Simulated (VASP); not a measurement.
# TiO2 (Pbcn) in VASP: relaxation of cell and atoms with RPBE

Aim: the relaxation of cell and atoms of TiO2 with RPBE.

Everything below comes from runs of VASP 6.6.1. Logs are shortened: lines on timing, memory, paths and dates and some standing lists are left out, and cuts for length are marked.

**1. The cell of the first run**

Symmetry: Pbcn, No. 60, orthorhombic system. The conventional cell has a = 4.545 Å, b = 5.520 Å, c = 4.909 Å, α = 90.00°, β = 90.00°, γ = 90.00°. Ti (site symmetry 2) has 6 O at 1.88 to 2.09 Å within 2.5 Å. O (site symmetry 1) has 3 Ti at 1.88 to 2.09 Å and 12 O at 2.58 to 2.97 Å within 3.0 Å.

**2. Relaxation of cell and atoms, RPBE**

The input, INCAR:

```
SYSTEM = TiO2
ALGO = Normal ; EDIFF = 1E-6
EDIFFG = -0.01 ; ENCUT = 600
GGA = RP ; IBRION = 2
ISIF = 3 ; ISMEAR = -1
LASPH = .TRUE. ; LCHARG = .FALSE.
LREAL = .FALSE. ; LWAVE = .FALSE.
NELM = 100 ; NSW = 60
PREC = Accurate ; SIGMA = 0.05
```

The input, KPOINTS:

```
k-points
0
G
  6 5 6
  0 0 0
```

The input, POSCAR:

```
TiO2
1.0
    4.5453495500      0.0000000000      0.0000000000
    0.0000000000      5.5196194400      0.0000000000
    0.0000000000      0.0000000000      4.9091968600
Ti O
4 8
Direct
    0.0000000000      0.1729909300      0.7500000000
    0.5000000000      0.3270090700      0.2500000000
    0.0000000000      0.8270090700      0.2500000000
    0.5000000000      0.6729909300      0.7500000000
    0.2714506200      0.3817246400      0.9186490800
    0.7714506200      0.1182753600      0.0813509200
    0.2285493800      0.1182753600      0.4186490800
    0.7285493800      0.3817246400      0.5813509200
    0.2714506200      0.6182753600      0.4186490800
    0.7714506200      0.8817246400      0.5813509200
    0.2285493800      0.8817246400      0.9186490800
    0.7285493800      0.6182753600      0.0813509200
```

Potentials or basis: VASP PAW PBE potentials, release 64 (Ti_sv, O).

On the command line:

```
$ cat potpaw_PBE.64/Ti_sv/POTCAR potpaw_PBE.64/O/POTCAR > POTCAR
$ mpirun -np 1 vasp_std > vasp.out
```

OUTCAR:

```text
SYSTEM = TiO2
   EDIFF = 1E-6
   EDIFFG = -0.01
   ENCUT = 600
   GGA = RP
   IBRION = 2
   ISIF = 3
   ISMEAR = -1
   LASPH = .TRUE.
   LREAL = .FALSE.
   NELM = 100
   NSW = 60
   PREC = Accurate

 ion  position               nearest neighbor table
   1  0.000  0.173  0.750-   5 1.88   8 1.88   7 1.95   6 1.95  10 2.09  11 2.09
   2  0.500  0.327  0.250-   6 1.88   7 1.88   5 1.95   8 1.95   9 2.09  12 2.09
   3  0.000  0.827  0.250-   9 1.88  12 1.88  11 1.95  10 1.95   6 2.09   7 2.09
   4  0.500  0.673  0.750-  10 1.88  11 1.88   9 1.95  12 1.95   5 2.09   8 2.09
   5  0.271  0.382  0.919-   1 1.88   2 1.95   4 2.09
   6  0.771  0.118  0.081-   2 1.88   1 1.95   3 2.09
   7  0.229  0.118  0.419-   2 1.88   1 1.95   3 2.09
   8  0.729  0.382  0.581-   1 1.88   2 1.95   4 2.09
   9  0.271  0.618  0.419-   3 1.88   4 1.95   2 2.09
  10  0.771  0.882  0.581-   4 1.88   3 1.95   1 2.09
  11  0.229  0.882  0.919-   4 1.88   3 1.95   1 2.09
  12  0.729  0.618  0.081-   3 1.88   4 1.95   2 2.09

  LATTYP: Found a simple orthorhombic cell.
 ALAT       =     4.5453495500
 B/A-ratio  =     1.0800482572
 C/A-ratio  =     1.2143443269

  Lattice vectors:

 A1 = (  -4.5453495500,   0.0000000000,   0.0000000000)
 A2 = (   0.0000000000,   0.0000000000,   4.9091968600)
 A3 = (   0.0000000000,   5.5196194400,   0.0000000000)

Analysis of symmetry for initial positions (statically):
=====================================================================
 Subroutine PRICEL returns:
 Original cell was already a primitive cell.

 Routine SETGRP: Setting up the symmetry group for a
 simple orthorhombic supercell.

 Subroutine GETGRP returns: Found  8 space group operations
 (whereof  2 operations were pure point group operations)
 out of a pool of  8 trial point group operations.

The static configuration has the point symmetry S_2 .
 The point group associated with its full space group is D_2h.

Analysis of symmetry for dynamics (positions and initial velocities):
=====================================================================
 Subroutine PRICEL returns:
 Original cell was already a primitive cell.

 Routine SETGRP: Setting up the symmetry group for a
 simple orthorhombic supercell.

 Subroutine GETGRP returns: Found  8 space group operations
 (whereof  2 operations were pure point group operations)
 out of a pool of  8 trial point group operations.

The dynamic configuration has the point symmetry S_2 .
 The point group associated with its full space group is D_2h.

 Subroutine INISYM returns: Found  8 space group operations
 (whereof  2 operations are pure point group operations),
 and found     1 'primitive' translations

----------------------------------------------------------------------------------------

                                     Primitive cell

  volume of cell :     123.1649

  direct lattice vectors                    reciprocal lattice vectors
     4.545349550  0.000000000  0.000000000     0.220005082  0.000000000  0.000000000
     0.000000000  5.519619440  0.000000000     0.000000000  0.181171911  0.000000000
     0.000000000  0.000000000  4.909196860     0.000000000  0.000000000  0.203699307

  length of vectors
     4.545349550  5.519619440  4.909196860     0.220005082  0.181171911  0.203699307

  position of ions in fractional coordinates (direct lattice)
     0.000000000  0.172990930  0.750000000
     0.500000000  0.327009070  0.250000000
     0.000000000  0.827009070  0.250000000
     0.500000000  0.672990930  0.750000000
     0.271450620  0.381724640  0.918649080
     0.771450620  0.118275360  0.081350920
     0.228549380  0.118275360  0.418649080
     0.728549380  0.381724640  0.581350920
     0.271450620  0.618275360  0.418649080
     0.771450620  0.881724640  0.581350920
     0.228549380  0.881724640  0.918649080
     0.728549380  0.618275360  0.081350920

  ion indices of the primitive-cell ions
   primitive index   ion index
                 1           1
                 2           2
                 3           3
                 4           4
                 5           5
                 6           6
                 7           7
                 8           8
                 9           9
                10          10
                11          11
                12          12

----------------------------------------------------------------------------------------

 KPOINTS: k-points

Automatic generation of k-mesh.
 Grid dimensions read from file:
 generate k-points for:    6    5    6

 Generating k-lattice:

  Cartesian coordinates                     Fractional coordinates (reciprocal lattice)
     0.036667514  0.000000000  0.000000000     0.166666667  0.000000000  0.000000000
     0.000000000  0.036234382  0.000000000     0.000000000  0.200000000  0.000000000
     0.000000000  0.000000000  0.033949885     0.000000000  0.000000000  0.166666667

  Length of vectors
     0.036667514  0.036234382  0.033949885

  Shift w.r.t. Gamma in fractional coordinates (k-lattice)
     0.000000000  0.000000000  0.000000000

 Subroutine IBZKPT returns following result:
 ===========================================

 Found     48 irreducible k-points:

 Following reciprocal coordinates:
            Coordinates               Weight
  0.000000  0.000000  0.000000      1.000000
  0.166667  0.000000  0.000000      2.000000
  0.333333  0.000000  0.000000      2.000000
  0.500000  0.000000  0.000000      1.000000
  0.000000  0.200000  0.000000      2.000000
  0.166667  0.200000  0.000000      4.000000
[... 16 lines left out ...]
  0.333333  0.400000  0.166667      8.000000
  0.500000  0.400000  0.166667      4.000000
 [... further k-points ...]
   k-points           NKPTS =     48   k-points in BZ     NKDIM =     48   number of bands    NBANDS=     57
   number of dos      NEDOS =    301   number of ions     NIONS =     12
   total plane-waves  NPLWV =  69120
   dimension x,y,z NGX =    36 NGY =   48 NGZ =   40
   dimension x,y,z NGXF=    72 NGYF=   96 NGZF=   80
   ions per type =               4   8
   NGX,Y,Z   is equivalent  to a cutoff of  13.17, 14.46, 13.55 a.u.
   NGXF,Y,Z  is equivalent  to a cutoff of  26.33, 28.91, 27.09 a.u.
 SYSTEM =  TiO2
   PREC   = accura    normal or accurate (medium, high low for compatibility)
   ISTART =      0    job   : 0-new  1-cont  2-samecut
   ICHARG =      2    charge: 1-file 2-atom 10-const
   ISPIN  =      1    spin polarized calculation?
   LNONCOLLINEAR =      F non collinear calculations
   LSORBIT =      F    spin-orbit coupling
   LASPH  =      T    aspherical Exc in radial PAW
   ENCUT  =  600.0 eV  44.10 Ry    6.64 a.u.   9.08 11.02  9.80*2*pi/ulx,y,z
   NELM   =    100;   NELMIN=  2; NELMDL= -5     # of ELM steps
   EDIFF  = 0.1E-05   stopping-criterion for ELM
   LREAL  =      F    real-space projection
   EDIFFG = -.1E-01   stopping-criterion for IOM
   NSW    =     60    number of steps for IOM
   IBRION =      2    ionic relax: 0-MD 1-quasi-New 2-CG
   NFREE  =      1    steps in history (QN), initial steepest desc. (CG)
   ISIF   =      3    stress and relaxation
   ISYM   =      2    0-nonsym 1-usesym 2-fastsym
   POTIM  = 0.5000    time-step for ionic-motion
   TEBEG  =    0.0;   TEEND  =   0.0 temperature during run
   PSTRESS=    0.0 pullay stress
   NELECT =      96.0000    total number of electrons
   NUPDOWN=      -1.0000    fix difference up-down
   EMIN   =  10.00;   EMAX   =-10.00  energy-range for DOS
   EFERMI =   0.00;   METHOD = LEGACY
   ISMEAR =    -1;   SIGMA  =   0.05  broadening in eV -4-tet -1-fermi 0-gaus
   EFERMI_NEDOS =   21; number of points for ismear=-14 and -15
   IALGO  =     38    algorithm
   IMIX   =      4    mixing-type and parameters
     AMIX     =   0.40;   BMIX     =  1.00
     AMIX_MAG =   1.60;   BMIX_MAG =  1.00
  volume/ion in A,a.u.               =      10.26        69.26
  Fermi-wavevector in a.u.,A,eV,Ry     =   1.506617  2.847094 30.883806  2.269896
  Thomas-Fermi vector in A             =   2.617311
   LORBIT       =      0    0 simple, 1 ext, 2 COOP (PROOUT), +10 PAW based schemes
   GGA     = RP    functional components
   LHFCALC =     F    Hartree Fock is set to
   AEXX    =    0.0000 exact exchange contribution
   IVDW    =     0    specifies the selected vdW correction
   LEPSILON=     F    determine dielectric tensor
   LRPA    =     F    only Hartree local field effects (RPA)
 conjugate gradient relaxation of ions
 non-spin polarized calculation
  energy-cutoff  :      600.00
  volume of cell :      123.16
 maximum number of plane-waves:      4136
   NGX = 19   NGY = 23   NGZ = 19

--------------------------------------- Ionic step        1  -------------------------------------------

 number of electron      96.0000017 magnetization

 Free energy of the ion-electron system (eV)
  ---------------------------------------------------
  ext. energy  EPLUGINS =         0.00000000
  ---------------------------------------------------
  free energy    TOTEN  =      -102.29480558 eV

  energy without entropy =     -102.29480558  energy(sigma->0) =     -102.29480558

------------------------ aborting loop because EDIFF is reached ----------------------------------------

  FORCE on cell =-STRESS in cart. coord.  units (eV):
  Direction    XX          YY          ZZ          XY          YZ          ZX
  --------------------------------------------------------------------------------------
  -------------------------------------------------------------------------------------
  Total        7.3784913      7.3410030      7.4763302      0.0000000      0.0000000      0.0000000
  in kB       95.9823279     95.4946654     97.2550551      0.0000000      0.0000000      0.0000000
  external PRESSURE =      96.2440162 kB  Pullay stress =       0.0000000 kB
[... 119 lines left out ...]
  FREE ENERGIE OF THE ION-ELECTRON SYSTEM (eV)
  ---------------------------------------------------
  free  energy   TOTEN  =      -102.4467911818 eV

  energy  without entropy=     -102.4467911817  energy(sigma->0) =     -102.44679118

[... ionic steps 4 to 10 ...]

--------------------------------------- Ionic step       11  -------------------------------------------

 number of electron      95.9999982 magnetization

------------------------ aborting loop because EDIFF is reached ----------------------------------------

  FORCE on cell =-STRESS in cart. coord.  units (eV):
  Direction    XX          YY          ZZ          XY          YZ          ZX
  --------------------------------------------------------------------------------------
  -------------------------------------------------------------------------------------
  Total        0.1644139     -0.0894403     -0.0168567      0.0000000      0.0000000      0.0000000
  in kB        2.0408209     -1.1101956     -0.2092375      0.0000000      0.0000000      0.0000000
  external PRESSURE =       0.2404626 kB  Pullay stress =       0.0000000 kB
[... 77 lines left out ...]
  energy  without entropy=     -102.4687243438  energy(sigma->0) =     -102.46872434

--------------------------------------- Ionic step       13  -------------------------------------------

 number of electron      95.9999980 magnetization

 Free energy of the ion-electron system (eV)
  ---------------------------------------------------
  ext. energy  EPLUGINS =         0.00000000
  ---------------------------------------------------
  free energy    TOTEN  =      -102.46878754 eV

  energy without entropy =     -102.46878754  energy(sigma->0) =     -102.46878754

 E-fermi :   5.4782     XC(G=0): -11.0020

 val. band max:        4.2788988716   @ k =   0.0000   0.0000   0.0000
 cond. band min:       6.8564683522   @ k =   0.0000   0.0000   0.5000
 fundamental gap:      2.5775694807
 Fermi energy:         5.4781514125

 k-point     1 :       0.0000    0.0000    0.0000
  band No.  band energies     occupation
      1     -52.3943      2.00000
      2     -52.3766      2.00000
      3     -52.3741      2.00000
      4     -52.3682      2.00000
      5     -28.6932      2.00000
      6     -28.6490      2.00000
[... 1429 lines left out ...]
     56       7.9484      0.00000
     57       8.1041      0.00000

 [... further k-points ...]

------------------------ aborting loop because EDIFF is reached ----------------------------------------

  FORCE on cell =-STRESS in cart. coord.  units (eV):
  Direction    XX          YY          ZZ          XY          YZ          ZX
  --------------------------------------------------------------------------------------
  -------------------------------------------------------------------------------------
  Total       -0.0273328     -0.0198953     -0.0657306      0.0000000      0.0000000     -0.0000000
  in kB       -0.3392285     -0.2469210     -0.8157842      0.0000000      0.0000000     -0.0000000
  external PRESSURE =      -0.4673112 kB  Pullay stress =       0.0000000 kB
[... 27 lines left out ...]
  FREE ENERGIE OF THE ION-ELECTRON SYSTEM (eV)
  ---------------------------------------------------
  free  energy   TOTEN  =      -102.4687875407 eV

  energy  without entropy=     -102.4687875407  energy(sigma->0) =     -102.46878754

 reached required accuracy - stopping structural energy minimisation
```

It took 87 min on 1 thread of Oxide Virtual Turin-like, shared host; peak memory 0.43 GiB.

Results:

* Free energy: -102.4688 eV
* Relaxed volume: 10.76 Å³/atom
* Relaxed cell: a = 4.615 Å, b = 5.640 Å, c = 4.959 Å, α = 90.00°, β = 90.00°, γ = 90.00°
* Space group after relaxing (to 0.1 Å): Pbcn (No. 60)
* Energy gained by relaxing: 14.5 meV/atom
* Ionic steps: 13
* Pressure after relaxing: 0.0 GPa
* Largest force after relaxing: 0.008 eV/Å
* Band gap on the k mesh: 2.58 eV (least direct gap 2.61 eV)

Forces on the atoms (eV/Å):
```
Ti   0.000 -0.004  0.000
Ti   0.000  0.004  0.000
Ti   0.000  0.004  0.000
Ti   0.000 -0.004  0.000
O   -0.004  0.002  0.007
O   -0.004 -0.002 -0.007
O    0.004 -0.002  0.007
O    0.004  0.002 -0.007
O   -0.004 -0.002  0.007
O   -0.004  0.002 -0.007
O    0.004  0.002  0.007
O    0.004 -0.002 -0.007
```

The path:
```
step  energy change (eV)  largest force (eV/Å)  pressure (GPa)  volume (Å³)
   1              0.0000                0.1237            9.62       123.16
   2              0.0245                0.2843           -8.97       134.49
   3             -0.1520                0.1768           -0.14       128.43
   4             -0.1520                0.1754            0.02       128.33
   5             -0.1635                0.1323            0.12       128.49
   6             -0.1722                0.0407            0.39       128.79
   7             -0.1722                0.0416            0.40       128.80
   8             -0.1727                0.0346           -0.59       129.45
   9             -0.1730                0.0352           -0.21       129.20
  10             -0.1736                0.0187           -0.07       129.12
  11             -0.1737                0.0162            0.02       129.08
  12             -0.1739                0.0104           -0.01       129.08
  13             -0.1740                0.0085           -0.05       129.09
```

Final structure:
```cif
data_structure
_symmetry_space_group_name_H-M 'P 1'
_symmetry_Int_Tables_number 1
_cell_length_a 4.6152
_cell_length_b 5.6402
_cell_length_c 4.9593
_cell_angle_alpha 90.000
_cell_angle_beta 90.000
_cell_angle_gamma 90.000
_cell_volume 129.09
loop_
_atom_site_label
_atom_site_type_symbol
_atom_site_fract_x
_atom_site_fract_y
_atom_site_fract_z
_atom_site_occupancy
Ti1 Ti 0.00000 0.17940 0.75000 1
Ti2 Ti 0.50000 0.32060 0.25000 1
Ti3 Ti 0.00000 0.82060 0.25000 1
Ti4 Ti 0.50000 0.67940 0.75000 1
O1 O 0.27096 0.37945 0.91909 1
O2 O 0.77096 0.12055 0.08091 1
O3 O 0.22904 0.12055 0.41909 1
O4 O 0.72904 0.37945 0.58091 1
O5 O 0.27096 0.62055 0.41909 1
O6 O 0.77096 0.87945 0.58091 1
O7 O 0.22904 0.87945 0.91909 1
O8 O 0.72904 0.62055 0.08091 1
```

Levels at points of the mesh, in eV from the valence-band top:
| k point | band 44 | band 45 | band 46 | band 47 | band 48 | band 49 | band 50 | band 51 | band 52 | band 53 |
| --- | --- | --- | --- | --- | --- | --- | --- | --- | --- | --- |
| (0.00, 0.00, 0.00) | -0.65 | -0.47 | -0.43 | 0.00 | 0.00 | 2.61 | 2.63 | 2.73 | 2.78 | 2.92 |
| (0.50, 0.00, 0.00) | -1.13 | -0.51 | -0.51 | -0.22 | -0.22 | 3.05 | 3.05 | 3.18 | 3.18 | 3.48 |
| (0.00, 0.00, 0.50) | -1.05 | -0.35 | -0.35 | -0.28 | -0.28 | 2.58 | 2.58 | 2.98 | 2.98 | 3.58 |
| (0.50, 0.00, 0.50) | -1.18 | -0.51 | -0.51 | -0.51 | -0.51 | 2.92 | 2.92 | 2.92 | 2.92 | 3.46 |

Caveat: the PAW data sets were made with another functional, which shifts forces and pressure a little. A k mesh can miss the band edges.
